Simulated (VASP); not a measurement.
NaI:

```
Na I
1.0
     0.00000    3.23640    3.23640
     3.23640    0.00000    3.23640
     3.23640    3.23640    0.00000
Na I
1 1
Direct
  0.00000 0.00000 0.00000
  0.50000 0.50000 0.50000
```

```yaml
Program: VASP 6.6.1
Task: relaxation of cell and atoms
Functional: LDA
Potentials_or_basis: VASP PAW LDA potentials, release 64 (Na_pv, I)
Cutoff: 600 eV
k_mesh: 12 × 12 × 12
Occupations: fermi-dirac, width 0.1 eV
Spin: no spin polarisation
```

At the start: pressure -1.6 GPa; volume 33.90 Å³/atom.

Task: Where does the relaxation end?

Result: Over 17 steps the energy falls by 17.8 meV/atom and the volume is 30.73 Å³/atom (-9.4 %); space group Fm-3m (No. 225, to 0.05 Å).

Step by step:
| step | energy change (eV) | largest force (eV/Å) | pressure (GPa) | volume (Å³) |
| --- | --- | --- | --- | --- |
| 1 | 0.0000 | 0.0000 | -1.62 | 67.80 |
| 2 | -0.0265 | 0.0000 | -0.91 | 64.50 |
| 3 | -0.0356 | 0.0000 | -0.12 | 61.75 |
| 4 | -0.0357 | 0.0000 | 0.01 | 61.37 |
| 5 | -0.0357 | 0.0000 | -0.04 | 61.49 |
| 6 | -0.0357 | 0.0000 | -0.04 | 61.49 |
| 7 | -0.0357 | 0.0000 | -0.04 | 61.49 |
| 8 | -0.0357 | 0.0000 | -0.03 | 61.49 |
| 9 | -0.0357 | 0.0000 | -0.03 | 61.49 |
| 10 | -0.0357 | 0.0000 | -0.03 | 61.49 |
| 11 | -0.0357 | 0.0000 | -0.03 | 61.49 |
| 12 | -0.0357 | 0.0000 | -0.03 | 61.49 |
| 13 | -0.0357 | 0.0000 | -0.03 | 61.48 |
| 14 | -0.0357 | 0.0000 | -0.03 | 61.48 |
| 15 | -0.0357 | 0.0000 | -0.04 | 61.48 |
| 16 | -0.0357 | 0.0000 | -0.01 | 61.47 |
| 17 | -0.0357 | 0.0000 | -0.01 | 61.45 |

Final structure:
```xyz
2
Lattice="0.0000 3.1321 3.1321 3.1321 0.0000 3.1321 3.1321 3.1321 0.0000" Properties=species:S:1:pos:R:3 pbc="T T T"
Na    0.0000    0.0000    0.0000
I     3.1321    3.1321    3.1321
```
